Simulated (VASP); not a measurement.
Wanted: the native input for a VASP 6.6.1 run.

- Task: single point
- Functional: PBEsol
- Potentials or basis: VASP PAW PBE potentials, release 64 (Ti_sv, Sn_d, O)
- Cutoff: 520 eV
- k mesh: 8 × 8 × 4
- Occupations: gaussian, width 0.02 eV
- Spin: no spin polarisation
- Dipole correction: no
- Further INCAR settings: ALGO = Normal; EDIFF = 1e-06; NBANDS = 61

The structure of Ti3SnO8 lies in POSCAR:

```
Ti3SnO8
1.0
    3.8389093056      0.0000000000      0.0000000000
    0.0000000000      3.8389093056      0.0000000000
    0.0000000000      0.0000000000     10.0437737667
Ti Sn O
3 1 8
Direct
    0.5000000000      0.5000000000      0.5000000000
    0.0000000000      0.5000000000      0.2627764227
    0.5000000000      0.0000000000      0.7372235773
    0.0000000000      0.0000000000      0.0000000000
    0.0000000000      0.5000000000      0.4598611289
    0.5000000000      0.0000000000      0.9390301470
    0.0000000000      0.0000000000      0.2167734276
    0.5000000000      0.5000000000      0.6973860096
    0.0000000000      0.5000000000      0.0609698530
    0.5000000000      0.0000000000      0.5401388711
    0.0000000000      0.0000000000      0.7832265724
    0.5000000000      0.5000000000      0.3026139904
```

These files were run (other wordings do the same):

INCAR

```
SYSTEM = Ti3SnO8
ALGO = Normal
EDIFF = 1E-6
ENCUT = 520
GGA = PS
ISIF = 2
ISMEAR = 0
LASPH = .TRUE.
LCHARG = .FALSE.
LREAL = .FALSE.
LWAVE = .FALSE.
NBANDS = 61
NELM = 60
PREC = Accurate
SIGMA = 0.02
```

KPOINTS

```
k-points
0
G
  8 8 4
  0 0 0
```

Potentials or basis: VASP PAW PBE potentials, release 64 (Ti_sv, Sn_d, O).

Launch:

```bash
$ cat potpaw_PBE.64/Ti_sv/POTCAR potpaw_PBE.64/Sn_d/POTCAR potpaw_PBE.64/O/POTCAR > POTCAR
$ mpirun -np 1 vasp_std > vasp.out
```

It gave:

| Property | Result |
| --- | --- |
| Pressure | -5.0 GPa |
| Largest force | 0.102 eV/Å |
| Band gap on the k mesh | 2.08 eV (least direct gap 2.23 eV) |

Caveat: the cell stands under tension; the PAW data sets were made with another functional, which shifts forces and pressure a little; spin-orbit coupling is left out, which moves the levels of the heavy elements.

Wall time 6 min on 1 thread of AMD EPYC 9R45 96-Core Processor (Zen 5) (shared host), peak memory 0.43 GiB.
